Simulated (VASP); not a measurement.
CdSe:

```
Cd Se
1.0
     0.00000    3.07027    3.07027
     3.07027    0.00000    3.07027
     3.07027    3.07027    0.00000
Cd Se
1 1
Direct
  0.00000 0.00000 0.00000
  0.25000 0.25000 0.25000
```

- Program: VASP 6.6.1
- Task: relaxation of cell and atoms
- Functional: PBE
- Potentials or basis: VASP PAW PBE potentials, release 64 (Cd, Se)
- Cutoff: 600 eV
- k mesh: 8 × 8 × 8
- Occupations: fermi-dirac, width 0.05 eV
- Spin: no spin polarisation

At the start: pressure 1.5 GPa; volume 28.94 Å³/atom.

Problem. How do energy, volume and symmetry change on relaxing?

Solution. Over 3 steps the energy falls by 4.3 meV/atom and the volume is 29.87 Å³/atom (+3.2 %); space group F-43m (No. 216, to 0.1 Å) before and after.

Step by step:
```
step  energy change (eV)  largest force (eV/Å)  pressure (GPa)  volume (Å³)
   1              0.0000                0.0000            1.52        57.88
   2             -0.0080                0.0000           -0.35        60.22
   3             -0.0086                0.0000            0.01        59.74
```

Final structure:
```
CELL_PARAMETERS angstrom
0.00000 3.10271 3.10271
3.10271 0.00000 3.10271
3.10271 3.10271 0.00000
ATOMIC_POSITIONS crystal
Cd 0.00000 0.00000 0.00000
Se 0.25000 0.25000 0.25000
```
